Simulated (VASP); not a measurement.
A run of VASP 6.6.1 is set up as follows.

File INCAR:

```
SYSTEM = CO2
  ALGO = Normal
  EDIFF = 1E-6
  ENCUT = 910
  GGA = PE
  GGA_COMPAT = .FALSE.
  ISIF = 2
  ISMEAR = 0
  LASPH = .TRUE.
  LCHARG = .FALSE.
  LREAL = .FALSE.
  LWAVE = .FALSE.
  NBANDS = 25
  NELM = 120
  PREC = Accurate
  SIGMA = 0.05
```

The input KPOINTS:

```
k-points
0
G
  10 10 10
  0 0 0
```

POSCAR

```
CO2
1.0
   -2.0001255240      2.0001255240      2.9973936589
    2.0001255240     -2.0001255240      2.9973936589
    2.0001255240      2.0001255240     -2.9973936589
C O
2 4
Direct
    0.0000000000      0.0000000000      0.0000000000
    0.7500000000      0.2500000000      0.5000000000
    0.3750000000      0.2859692735      0.4109692735
    0.7140307265      0.1250000000      0.0890307265
    0.8750000000      0.9640307265      0.5890307265
    0.0359692735      0.6250000000      0.9109692735
```

Potentials or basis: VASP PAW PBE potentials, release 64 (C_h, O_h).

Launch:

```console
$ cat potpaw_PBE.64/C_h/POTCAR potpaw_PBE.64/O_h/POTCAR > POTCAR
$ mpirun -np 1 vasp_std > vasp.out
```

Task: Predict the largest force.

Result: 0.005 eV/Å.

Task: Predict the band gap on the k mesh.

Result: 7.65 eV (least direct gap 8.10 eV).

Task: Predict the pressure.

Result: -3.3 GPa.

Forces on the atoms (eV/Å):
```
C    0.000  0.000  0.000
C    0.000  0.000  0.000
O    0.005  0.000  0.000
O    0.000 -0.005  0.000
O   -0.005  0.000  0.000
O    0.000  0.005  0.000
```

Caveat: the cutoff is under 1.25 times the usual one of these potentials, so pressure, stress and relaxed cells hold a basis-set (Pulay) error; the cell stands under tension. PBE gaps usually lie below the measured ones, often by a third to a half.
